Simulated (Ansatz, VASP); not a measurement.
**InP: VASP beside Ansatz**

POSCAR

```
InP
1.0
    0.0000000000      2.9242497585      2.9849027061
    2.9242497585      0.0000000000      2.9849027061
    2.9242497585      2.9242497585      0.0000000000
In P
1 1
Direct
    0.0000000000      0.0000000000      0.0000000000
    0.2500000000      0.2500000000      0.2500000000
```

File INCAR.step1:

```
SYSTEM = InP
ALGO = Normal ; EDIFF = 1E-4
ENCUT = 520 ; GGA = PE
ISMEAR = 0 ; LASPH = .True.
LCHARG = .False. ; LREAL = .False.
LWAVE = .True. ; NBANDS = 16
NELM = 100 ; PREC = Accurate
SIGMA = 0.01
```

Contents of INCAR.step2:

```
SYSTEM = InP
ALGO = Normal ; EDIFF = 1E-7
ENCUT = 520 ; ISIF = 2
ISMEAR = 0 ; ISTART = 1
LASPH = .True. ; LCHARG = .True.
LELF = .True. ; LMIXTAU = .True.
LREAL = .False. ; LVHAR = .True.
LWAVE = .False. ; METAGGA = R2SCAN
NBANDS = 16 ; NELM = 100
PREC = Accurate ; SIGMA = 0.01
```

KPOINTS

```
k-points
0
Gamma
  8 8 8
  0 0 0
```

Input for Ansatz:

```yaml
crystal:
  lattice:
    - [0.0, 2.9242497585, 2.9849027061]
    - [2.9242497585, 0.0, 2.9849027061]
    - [2.9242497585, 2.9242497585, 0.0]
  atoms:
    - { symbol: In, position: [0.0, 0.0, 0.0] }
    - { symbol: P, position: [0.25, 0.25, 0.25] }
kpoints:
  mp_grid: { grid: [8, 8, 8] }
  band_path:
    path:
      - [0.0, 0.0, 0.0]
      - [-0.5, -0.5, 0.0]
      - [-0.375, -0.375, 0.25]
      - [-0.375, 0.0, 0.375]
      - [0.0, 0.0, 0.5]
      - [-0.5, -0.25, 0.25]
    npoints: 1
hamiltonian:
  xc: r2scan
scf:
  occupations: { method: fixed }
  n_extra_bands: 4
output:
  forces: true
  stress: true
  eigenvalues: true
  write_density: true
  write_potential: true
  elf: true
  volumetric_format: npy
```

Change from the starting cell: epitaxial_xy strain -1.0%.

Alike in both runs: task single point; functional r2SCAN; k mesh 8 × 8 × 8; no spin polarisation.

```csv
,VASP,Ansatz
version,VASP 6.6.1,Ansatz 0.2.0
potentials or method,"VASP PAW PBE potentials, release 64 (In_d, P)","plane waves, PAW"
plane-wave cutoff (eV),520,500
occupations,"gaussian, width 0.01 eV",fixed
valence electrons in the cell,18,18
```

|  | VASP | Ansatz | Ansatz less VASP |
| --- | --- | --- | --- |
| gap on the k mesh at the Fermi level (eV) | 1.05 | 1.05 | -0.004 |
| pressure (GPa) | 0.5 | 0.6 | +0.11 |
| traceless stress, the component that is largest in VASP (GPa) | -0.64 | -0.63 | +0.006 |

VASP's potentials were made for PBE, not for r2SCAN.
